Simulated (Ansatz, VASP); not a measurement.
# Two plane-wave programs on Si

```
Si
1.0
     0.00000    2.55316    3.06277
     2.55316    0.00000    3.06277
     2.55316    2.55316    0.00000
Si
2
Direct
  0.50000 0.50000 0.50000
  0.75000 0.75000 0.75000
```

Alike in both runs: task single point; functional PBE; k mesh 10 × 10 × 10; occupations gaussian, width 0.05 eV; no spin polarisation.

|  | VASP | Ansatz |
| --- | --- | --- |
| version | VASP 6.6.1 | Ansatz 0.2.0 |
| potentials or method | VASP PAW PBE potentials, release 64 (Si), cutoff 520 eV | scalar-relativistic, plane waves, PAW |
| valence electrons in the cell | 8 | 8 |

|  | VASP | Ansatz | Ansatz less VASP |
| --- | --- | --- | --- |
| gap on the k mesh at the Fermi level (eV) | none | none | - |
| pressure (GPa) | 1.1 | 1.2 | +0.07 |
| traceless stress, the component that is largest in VASP (GPa) | -14.45 | -14.40 | +0.046 |

A gap of «none» marks a metal or a gap that the smearing closes.
